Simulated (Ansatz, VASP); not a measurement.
## BaNaBr3 in VASP and in Ansatz

```
Na Ba Br
1.0
     6.26057    0.00000    0.00000
     0.00000    6.26057    0.00000
     0.00000    0.00000    6.51099
Na Ba Br
1 1 3
Direct
  0.00000 0.00000 0.00000
  0.50000 0.50000 0.50000
  0.50000 0.50000 0.00000
  0.50000 0.00000 0.50000
  0.00000 0.50000 0.50000
```

Change from the starting cell: uniaxial_z strain +4.0%.

Alike in both runs: task single point; functional PBE; k mesh 4 × 4 × 4; occupations fermi-dirac, width 0.02 eV; no spin polarisation.

```csv
,VASP,Ansatz
version,VASP 6.6.1,Ansatz 0.2.0
potentials or method,"VASP PAW PBE potentials, release 64 (Na_pv, Ba_sv, Br)","plane waves, PAW"
plane-wave cutoff (eV),520,420
valence electrons in the cell,38,40
```

VASP gave:

```
gap on the k mesh at the Fermi level (eV)                     : 2.82
pressure (GPa)                                                : -0.2
traceless stress, the component that is largest in VASP (GPa) : -0.73
```

**Question.** What did Ansatz give for the same quantities?

**Answer.** gap on the k mesh at the Fermi level (eV): 2.82; pressure (GPa): -0.4; traceless stress, the component that is largest in VASP (GPa): -0.67.

VASP's potentials hold 38 valence electrons a cell and Ansatz's 40, so a difference there can come from the potentials and not from the codes.

Spin-orbit coupling is off throughout.
